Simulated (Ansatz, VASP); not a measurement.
# HfO2 in VASP and in Ansatz

```
CELL_PARAMETERS angstrom
0.00000 2.45007 2.69508
2.45007 0.00000 2.69508
2.45007 2.45007 0.00000
ATOMIC_POSITIONS crystal
Hf 0.00000 0.00000 0.00000
O 0.25000 0.25000 0.25000
O 0.75000 0.75000 0.75000
```

Alike in both runs: task single point; functional r2SCAN; k mesh 8 × 8 × 8; occupations gaussian, width 0.05 eV; no spin polarisation.

|  | VASP | Ansatz |
| --- | --- | --- |
| version | VASP 6.6.1 | Ansatz 0.2.0 |
| potentials or method | VASP PAW PBE potentials, release 64 (Hf_pv, O), cutoff 520 eV | scalar-relativistic, plane waves, PAW |
| valence electrons in the cell | 22 | 38 |

```tsv
	VASP	Ansatz	Ansatz less VASP
gap on the k mesh at the Fermi level (eV)	3.06	3.06	-0.002
least direct gap on the mesh (eV)	3.48	3.48	-0.002
pressure (GPa)	-3.5	0.4	+3.91
traceless stress, the component that is largest in VASP (GPa)	-32.51	-31.97	+0.541
```

VASP's potentials were made for PBE, not for r2SCAN. VASP's potentials hold 22 valence electrons a cell and Ansatz's 38, so a difference there can come from the potentials and not from the codes.

Spin-orbit coupling is off throughout.
